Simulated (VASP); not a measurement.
Mo2C, 6 atoms in the cell. The structure is tetragonal, space group P4_2/mnm (No. 136). The conventional cell has a = 4.972 Å, b = 4.972 Å, c = 2.984 Å, α = 90.00°, β = 90.00°, γ = 90.00°. C (site symmetry mmm) has 6 Mo at 2.07 Å within 2.7 Å. Within 2.7 Å of Mo (site symmetry m2m) lie 3 C at 2.07 Å. 

* Program: VASP 6.6.1
* Task: single point
* Functional: LDA
* Potentials or basis: VASP PAW LDA potentials, release 64 (C_h, Mo_sv)
* Cutoff: 1300 eV
* k mesh: 4 × 4 × 7
* Occupations: fermi-dirac, width 0.05 eV
* Spin: no spin polarisation
* Dipole correction: no
* Further INCAR settings: ALGO = Normal; EDIFF = 1e-06; NBANDS = 41

Potentials or basis: VASP PAW LDA potentials, release 64 (C_h, Mo_sv).

Launch:

```sh
$ cat potpaw_LDA.64/C_h/POTCAR potpaw_LDA.64/Mo_sv/POTCAR > POTCAR
$ mpirun -np 1 vasp_std > vasp.out
```

Hardware: 1 thread of Intel(R) Xeon(R) Platinum 8259CL CPU @ 2.50GHz (Skylake/Cascade Lake), on a shared host.

Estimate the wall time of this run.

Wall time 3.6 min on 1 thread of Intel(R) Xeon(R) Platinum 8259CL CPU @ 2.50GHz (Skylake/Cascade Lake), with other jobs on the host, peak memory 0.41 GiB. Counts: scf iterations 13, k points 24.
